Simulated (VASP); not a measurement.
Here is a VASP 6.6.1 calculation.

Contents of INCAR:

```
SYSTEM = KHf3O2
PREC = Accurate
ENCUT = 520
EDIFF = 1E-6
ISMEAR = 0
SIGMA = 0.1
LREAL = .FALSE.
LASPH = .TRUE.
NELM = 100
ALGO = Normal
ISIF = 2
LWAVE = .FALSE.
LCHARG = .FALSE.
GGA = PE
NBANDS = 34
```

File KPOINTS:

```
regular mesh
0
G
  12 12 4
  0 0 0
```

POSCAR

```
KHf3O2
1.0
    3.0240653808      0.0000000000      0.0000000000
    0.0000000000      3.0240653808      0.0000000000
    0.0000000000      0.0000000000     12.4649655779
K Hf O
1 3 2
Direct
    0.0000000000      0.0000000000      0.0000000000
    0.5000000000      0.5000000000      0.2689087435
    0.5000000000      0.5000000000      0.5000000000
    0.5000000000      0.5000000000      0.7310912565
    0.0000000000      0.0000000000      0.2208532110
    0.0000000000      0.0000000000      0.7791467890
```

Potentials or basis: VASP PAW PBE potentials, release 64 (K_sv, Hf_pv, O).

Command:

```bash
$ cat potpaw_PBE.64/K_sv/POTCAR potpaw_PBE.64/Hf_pv/POTCAR potpaw_PBE.64/O/POTCAR > POTCAR
$ mpirun -np 1 vasp_std > vasp.out
```

(1) Estimate the pressure.

(2) Predict the largest force.

(3) Estimate the band gap on the k mesh.

Results:

(1) -0.9 GPa.

(2) 0.107 eV/Å.

(3) zero (an odd number of electrons rules out a gap without spin polarisation).

Caveat: spin-orbit coupling is left out, which moves the levels of the heavy elements; an odd number of electrons without spin polarisation forces a metal; a magnetic or distorted state may lie lower.
